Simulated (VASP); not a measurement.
A run of VASP 6.6.1:

File INCAR:

```
PREC = Accurate
ENCUT = 520
EDIFF = 1E-6
ISMEAR = -1
SIGMA = 0.05
LREAL = F
LASPH = T
NELM = 80
ALGO = Normal
ISIF = 2
LWAVE = F
LCHARG = F
GGA = PE
NBANDS = 18
```

KPOINTS

```
Automatic mesh
0
Gamma
  4 4 4
```

File POSCAR:

```
Y
1.0
    0.0000000000      2.6522862412      2.6522862412
    2.6522862412      0.0000000000      2.6522862412
    2.6522862412      2.6522862412      0.0000000000
Y
2
Direct
    0.0000000000      0.0000000000      0.0000000000
    0.2500000000      0.2500000000      0.2500000000
```

Potentials or basis: VASP PAW PBE potentials, release 64 (Y_sv).

Launch:

```sh
$ cat potpaw_PBE.64/Y_sv/POTCAR > POTCAR
$ mpirun -np 1 vasp_std > vasp.out
```

Hardware: 1 thread of Intel Xeon 8259CL (shared host).

How long does it take, and how much memory?

Wall time 14 s on 1 thread of Intel Xeon 8259CL, on a shared host, peak memory 0.17 GiB. Counts: scf iterations 11, k points 8.
